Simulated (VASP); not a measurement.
# Al3Cu (Pm-3m) in VASP: a series of runs, part 2 of 2

VASP 6.6.1. Earlier steps stand in the parts before.

## 3. Single point, LDA

Input file INCAR:

```
PREC = Accurate
ENCUT = 520
EDIFF = 1E-6
ISMEAR = 0
SIGMA = 0.1
LREAL = False
LASPH = True
NELM = 60
ALGO = Normal
ISIF = 2
LWAVE = False
LCHARG = False
GGA = CA
NBANDS = 18
```

Input file KPOINTS:

```
Automatic mesh
0
Gamma
  12 12 12
```

Input file POSCAR:

```
Al3Cu
1.0
    3.8548798307      0.0000000000      0.0000000000
    0.0000000000      3.8548798307      0.0000000000
    0.0000000000      0.0000000000      3.8548798307
Al Cu
3 1
Direct
    0.0000000000      0.5000000000      0.5000000000
    0.5000000000      0.0000000000      0.5000000000
    0.5000000000      0.5000000000      0.0000000000
    0.0000000000      0.0000000000      0.0000000000
```

Potentials or basis: VASP PAW LDA potentials, release 64 (Al, Cu).

Launch:

```console
> cat potpaw_LDA.64/Al/POTCAR potpaw_LDA.64/Cu/POTCAR > POTCAR
> mpirun -np 1 vasp_std > vasp.out
```

OUTCAR:

```text
PREC = Accurate
   ENCUT = 520
   EDIFF = 1E-6
   ISMEAR = 0
   LREAL = False
   LASPH = True
   NELM = 60
   ISIF = 2
   GGA = CA

 ion  position               nearest neighbor table
   1  0.000  0.500  0.500-   2 2.73   3 2.73   4 2.73   3 2.73   4 2.73   2 2.73   4 2.73   4 2.73
                             2 2.73   3 2.73   3 2.73   2 2.73
   2  0.500  0.000  0.500-   1 2.73   3 2.73   4 2.73   3 2.73   4 2.73   1 2.73   3 2.73   3 2.73
                             1 2.73   4 2.73   4 2.73   1 2.73
   3  0.500  0.500  0.000-   1 2.73   2 2.73   4 2.73   1 2.73   2 2.73   2 2.73   4 2.73   2 2.73
                             1 2.73   4 2.73   1 2.73   4 2.73
   4  0.000  0.000  0.000-   1 2.73   2 2.73   3 2.73   1 2.73   2 2.73   1 2.73   3 2.73   1 2.73
                             2 2.73   3 2.73   2 2.73   3 2.73

  LATTYP: Found a simple cubic cell.
 ALAT       =     3.8548798307

  Lattice vectors:

 A1 = (   3.8548798307,   0.0000000000,   0.0000000000)
 A2 = (   0.0000000000,   3.8548798307,   0.0000000000)
 A3 = (   0.0000000000,   0.0000000000,   3.8548798307)

Analysis of symmetry for initial positions (statically):
=====================================================================
 Subroutine PRICEL returns:
 Original cell was already a primitive cell.

 Routine SETGRP: Setting up the symmetry group for a
 simple cubic supercell.

 Subroutine GETGRP returns: Found 48 space group operations
 (whereof 48 operations were pure point group operations)
 out of a pool of 48 trial point group operations.

The static configuration has the point symmetry O_h .

Analysis of symmetry for dynamics (positions and initial velocities):
=====================================================================
 Subroutine PRICEL returns:
 Original cell was already a primitive cell.

 Routine SETGRP: Setting up the symmetry group for a
 simple cubic supercell.

 Subroutine GETGRP returns: Found 48 space group operations
 (whereof 48 operations were pure point group operations)
[... 122 lines left out ...]
   EFERMI_NEDOS =   21; number of points for ismear=-14 and -15
   IALGO  =     38    algorithm
   IMIX   =      4    mixing-type and parameters
     AMIX     =   0.40;   BMIX     =  1.00
     AMIX_MAG =   1.60;   BMIX_MAG =  1.00
  volume/ion in A,a.u.               =      14.32        96.64
  Fermi-wavevector in a.u.,A,eV,Ry     =   1.152765  2.178409 18.080324  1.328866
  Thomas-Fermi vector in A             =   2.289413
   LORBIT       =      0    0 simple, 1 ext, 2 COOP (PROOUT), +10 PAW based schemes
   GGA     = CA    functional components
   LHFCALC =     F    Hartree Fock is set to
   AEXX    =    0.0000 exact exchange contribution
   IVDW    =     0    specifies the selected vdW correction
   LEPSILON=     F    determine dielectric tensor
   LRPA    =     F    only Hartree local field effects (RPA)
 non-spin polarized calculation
 Gauss-broadening in eV      SIGMA  =   0.10
  energy-cutoff  :      520.00
  volume of cell :       57.28
 maximum number of plane-waves:      1568
 NGX is ok and might be reduce to    30
   NGX = 15   NGY = 15   NGZ = 15

 number of electron      19.9999969 magnetization

 Free energy of the ion-electron system (eV)
  ---------------------------------------------------
  ext. energy  EPLUGINS =         0.00000000
  ---------------------------------------------------
  free energy    TOTEN  =       -17.41228354 eV

  energy without entropy =      -17.40755781  energy(sigma->0) =      -17.40992068

 E-fermi :   8.6127     XC(G=0): -11.1641

 val. band max:        8.6087179089   @ k =   0.5000   0.3333   0.3333
 cond. band min:       8.6559116057   @ k =   0.2500   0.2500   0.0833
 fundamental gap:      0.0471936967
 Fermi energy:         8.6126776452

 k-point     1 :       0.0000    0.0000    0.0000
  band No.  band energies     occupation
      1      -2.8541      2.00000
      2       4.0908      2.00000
      3       4.0908      2.00000
      4       4.8259      2.00000
      5       4.8259      2.00000
      6       4.8259      2.00000
[... 481 lines left out ...]
      5       4.5569      2.00000
      6       4.6439      2.00000
[... 10 lines left out ...]
     17      15.6731      0.00000
     18      16.0175      0.00000

 [... further k-points ...]
[... 5 lines left out ...]
  --------------------------------------------------------------------------------------
  -------------------------------------------------------------------------------------
  Total        0.0718864      0.0718864      0.0718864      0.0000000     -0.0000000      0.0000000
  in kB        2.0105957      2.0105957      2.0105957      0.0000000     -0.0000000      0.0000000
  external PRESSURE =       2.0105957 kB  Pullay stress =       0.0000000 kB

 VOLUME and BASIS-vectors are now :
 -----------------------------------------------------------------------------
  energy-cutoff  :      520.00
  volume of cell :       57.28
      direct lattice vectors                 reciprocal lattice vectors
     3.854879831  0.000000000  0.000000000     0.259411459  0.000000000  0.000000000
     0.000000000  3.854879831  0.000000000     0.000000000  0.259411459  0.000000000
     0.000000000  0.000000000  3.854879831     0.000000000  0.000000000  0.259411459

 POSITION                                       TOTAL-FORCE (eV/Angst)
 -----------------------------------------------------------------------------------
      0.00000      1.92744      1.92744         0.000000      0.000000      0.000000
      1.92744      0.00000      1.92744         0.000000      0.000000      0.000000
      1.92744      1.92744      0.00000         0.000000      0.000000      0.000000
      0.00000      0.00000      0.00000         0.000000      0.000000      0.000000
 -----------------------------------------------------------------------------------
    total drift:                               -0.000000     -0.000000      0.000000

  FREE ENERGIE OF THE ION-ELECTRON SYSTEM (eV)
  ---------------------------------------------------
  free  energy   TOTEN  =       -17.4122835449 eV

  energy  without entropy=      -17.4075578074  energy(sigma->0) =      -17.40992068
```

OSZICAR:

```text
N       E                     dE             d eps       ncg     rms          rms(c)
DAV:   1     0.755148563543E+02    0.75515E+02   -0.82383E+03  3036   0.117E+03
DAV:   2    -0.155790187392E+02   -0.91094E+02   -0.84471E+02  3104   0.217E+02
DAV:   3    -0.199828736488E+02   -0.44039E+01   -0.42284E+01  4116   0.535E+01
DAV:   4    -0.200848842717E+02   -0.10201E+00   -0.10147E+00  4318   0.665E+00
DAV:   5    -0.200867923206E+02   -0.19080E-02   -0.19079E-02  4202   0.915E-01    0.170E+01
DAV:   6    -0.251225305560E+02   -0.50357E+01   -0.81482E+01  3354   0.260E+02    0.153E+01
DAV:   7    -0.180090511994E+02    0.71135E+01   -0.18184E+01  3876   0.858E+01    0.488E+00
DAV:   8    -0.174154158214E+02    0.59364E+00   -0.22008E+00  4116   0.481E+01    0.882E-01
DAV:   9    -0.174126576811E+02    0.27581E-02   -0.18918E-01  4566   0.406E+00    0.267E-01
DAV:  10    -0.174152249367E+02   -0.25673E-02   -0.97913E-03  3854   0.311E+00    0.408E-01
DAV:  11    -0.174123764314E+02    0.28485E-02   -0.50370E-03  3826   0.255E+00    0.106E-01
DAV:  12    -0.174122890945E+02    0.87337E-04   -0.82841E-04  4674   0.688E-01    0.178E-02
DAV:  13    -0.174122870166E+02    0.20779E-05   -0.56608E-05  4484   0.638E-02    0.166E-02
DAV:  14    -0.174122851680E+02    0.18486E-05   -0.14559E-06  2194   0.343E-02    0.115E-02
DAV:  15    -0.174122835027E+02    0.16653E-05   -0.83195E-06  3960   0.928E-02    0.390E-03
DAV:  16    -0.174122835449E+02   -0.42222E-07   -0.55245E-07  1882   0.524E-03
   1 F= -.17412284E+02 E0= -.17409921E+02  d E =-.472574E-02
```

stdout:

```text
POSCAR found type information on POSCAR AlCu
 POSCAR found :  2 types and       4 ions
 scaLAPACK will be used
 LDA part: xc-table for (Slater(with rela. corr.)+CA(PZ))
 , standard interpolation
 POSCAR, INCAR and KPOINTS ok, starting setup
 FFT: planning ... GRIDC
 FFT: planning ... GRID_SOFT
 FFT: planning ... GRID
 WAVECAR not read
 entering main loop
```

Wall time 2.7 min (1 thread of AMD EPYC 7R43 (Zen 3), shared host); peak memory 0.17 GiB.

What came out:

```
Free energy            : -17.4123 eV
Pressure               : 0.2 GPa
Band gap on the k mesh : zero (band 10 reaches 10.83 eV, above the bottom of band 11 at 6.66 eV)
```

Levels at points of the mesh, in eV from the Fermi level:
```tsv
k point	band 7	band 8	band 9	band 10	band 11	band 12	band 13	band 14
(0.00, 0.00, 0.00)	-2.48	-2.48	-2.48	-0.63	0.55	0.55	6.58	6.58
(0.50, 0.00, 0.00)	-3.57	0.23	0.23	0.33	0.33	0.70	2.06	2.41
(0.50, 0.50, 0.00)	-3.57	-3.48	-3.21	1.34	3.04	3.04	3.34	3.84
(0.50, 0.50, 0.50)	-4.10	-3.56	-3.56	-2.56	-1.95	-1.95	-1.95	12.38
```

## 4. Single point, LDA

Input file INCAR:

```
SYSTEM = Al3Cu
PREC = Accurate ; ENCUT = 520
EDIFF = 1E-7 ; ISMEAR = 0
SIGMA = 0.15 ; LREAL = .FALSE.
LASPH = .TRUE. ; NELM = 80
ALGO = Normal ; ISIF = 2
LWAVE = .FALSE. ; LCHARG = .FALSE.
GGA = CA ; NBANDS = 18
```

Input file KPOINTS:

```
Automatic mesh
0
G
  12 12 12
  0 0 0
```

POSCAR is that of step 3.

Launch:

```console
> cat potpaw_LDA.64/Al/POTCAR potpaw_LDA.64/Cu/POTCAR > POTCAR
> mpirun -np 1 vasp_std > vasp.out
```

It took 2.3 min on 1 thread of AMD EPYC 7R43 (Zen 3), shared host; peak memory 0.17 GiB.

Results (log left out):

```
Free energy            : -17.4155 eV
Pressure               : 0.3 GPa
Band gap on the k mesh : zero (band 10 reaches 10.83 eV, above the bottom of band 11 at 6.66 eV)
```

Levels at points of the mesh, in eV from the Fermi level:
```tsv
k point	band 6	band 7	band 8	band 9	band 10	band 11	band 12	band 13	band 14	band 15
(0.00, 0.00, 0.00)	-3.79	-2.48	-2.48	-2.48	-0.63	0.55	0.55	6.58	6.58	6.58
(0.50, 0.00, 0.00)	-3.75	-3.57	0.22	0.22	0.33	0.33	0.70	2.06	2.40	3.42
(0.50, 0.50, 0.00)	-4.03	-3.57	-3.48	-3.21	1.34	3.04	3.04	3.33	3.84	3.84
(0.50, 0.50, 0.50)	-4.10	-4.10	-3.57	-3.57	-2.56	-1.95	-1.95	-1.95	12.38	12.38
```

## 5. Relaxation of cell and atoms, LDA

This run uses another cell than the first one, of 15.11 Å³/atom, 1.055 times its volume.

Input file INCAR:

```
PREC     = Accurate       # precision mode
ENCUT    = 600            # plane-wave cutoff, eV
EDIFF    = 1E-7           # SCF threshold, eV
ISMEAR   = 0              # smearing method
SIGMA    = 0.1            # smearing width, eV
LREAL    = False          # projectors in reciprocal space
LASPH    = True           # aspherical terms in the spheres
NELM     = 80             # most SCF steps
ALGO     = Normal         # electronic algorithm
ISIF     = 3              # what is computed and relaxed
LWAVE    = False          # write WAVECAR
LCHARG   = False          # write CHGCAR
IBRION   = 2              # ionic algorithm
NSW      = 100            # ionic steps
EDIFFG   = -0.005         # ionic threshold
```

Input file KPOINTS:

```
Automatic mesh
0
Gamma
  12 12 12
```

Input file POSCAR:

```
Al3Cu
1.0
    3.9241510000      0.0000000000      0.0000000000
    0.0000000000      3.9241510000      0.0000000000
    0.0000000000      0.0000000000      3.9241510000
Al Cu
3 1
Direct
    0.0000000000      0.5000000000      0.5000000000
    0.5000000000      0.0000000000      0.5000000000
    0.5000000000      0.5000000000      0.0000000000
    0.0000000000      0.0000000000      0.0000000000
```

Launch:

```console
> cat potpaw_LDA.64/Al/POTCAR potpaw_LDA.64/Cu/POTCAR > POTCAR
> mpirun -np 1 vasp_std > vasp.out
```

It took 4.7 min on 1 thread of AMD EPYC 7R43 (Zen 3), shared host; peak memory 0.18 GiB.

The run converged. Its results:

- Free energy: -17.4129 eV
- Relaxed volume: 14.36 Å³/atom
- Relaxed cell: a = 3.858 Å, b = 3.858 Å, c = 3.858 Å, α = 90.00°, β = 90.00°, γ = 90.00°
- Space group after relaxing (to 0.05 Å): Pm-3m (No. 221)
- Energy gained by relaxing: 11.6 meV/atom
- Ionic steps: 3
- Pressure after relaxing: 0.0 GPa
- Band gap on the k mesh: zero (band 10 reaches 10.80 eV, above the bottom of band 11 at 6.63 eV)

Step by step:
```
step  energy change (eV)  largest force (eV/Å)  pressure (GPa)  volume (Å³)
   1              0.0000                0.0000           -4.79        60.43
   2             -0.0419                0.0000            1.68        56.56
   3             -0.0466                0.0000            0.04        57.44
```

Final structure:
```xyz
4
Lattice="3.8585 0.0000 0.0000 0.0000 3.8585 0.0000 0.0000 0.0000 3.8585" Properties=species:S:1:pos:R:3 pbc="T T T"
Al    0.0000    1.9292    1.9292
Al    1.9292    0.0000    1.9292
Al    1.9292    1.9292    0.0000
Cu    0.0000    0.0000    0.0000
```

Levels at points of the mesh, in eV from the Fermi level:
| k point | band 6 | band 7 | band 8 | band 9 | band 10 | band 11 | band 12 | band 13 | band 14 |
| --- | --- | --- | --- | --- | --- | --- | --- | --- | --- |
| (0.00, 0.00, 0.00) | -3.78 | -2.47 | -2.47 | -2.47 | -0.62 | 0.54 | 0.54 | 6.57 | 6.57 |
| (0.50, 0.00, 0.00) | -3.74 | -3.56 | 0.23 | 0.23 | 0.33 | 0.33 | 0.71 | 2.05 | 2.40 |
| (0.50, 0.50, 0.00) | -4.02 | -3.56 | -3.47 | -3.20 | 1.34 | 3.04 | 3.04 | 3.34 | 3.83 |
| (0.50, 0.50, 0.50) | -4.09 | -4.09 | -3.56 | -3.56 | -2.56 | -1.95 | -1.95 | -1.95 | 12.36 |

## 6. The runs side by side

| task | cell | k mesh | cutoff (eV) | smearing | gap on the mesh (eV) | pressure (GPa) |
| --- | --- | --- | --- | --- | --- | --- |
| single point | a = 3.855 Å, 4 atoms | 10 × 10 × 10 | 520 | gaussian 0.15 eV | none | 0.2 |
| single point | a = 3.855 Å, 4 atoms | 12 × 12 × 12 | 520 | gaussian 0.1 eV | none | 0.2 |
| single point | a = 3.855 Å, 4 atoms | 12 × 12 × 12 | 520 | gaussian 0.15 eV | none | 0.3 |
| relaxation of cell and atoms | relaxed from a = 3.924 Å, 4 atoms | 12 × 12 × 12 | 600 | gaussian 0.1 eV | none | 0.0 |

Alike in all rows: level LDA; potentials or basis VASP PAW LDA potentials, release 64 (Al, Cu); no spin polarisation.

Every run on the cell as given and a fine mesh finds a metal.

Absolute energies hang on the potentials; compare differences alone.
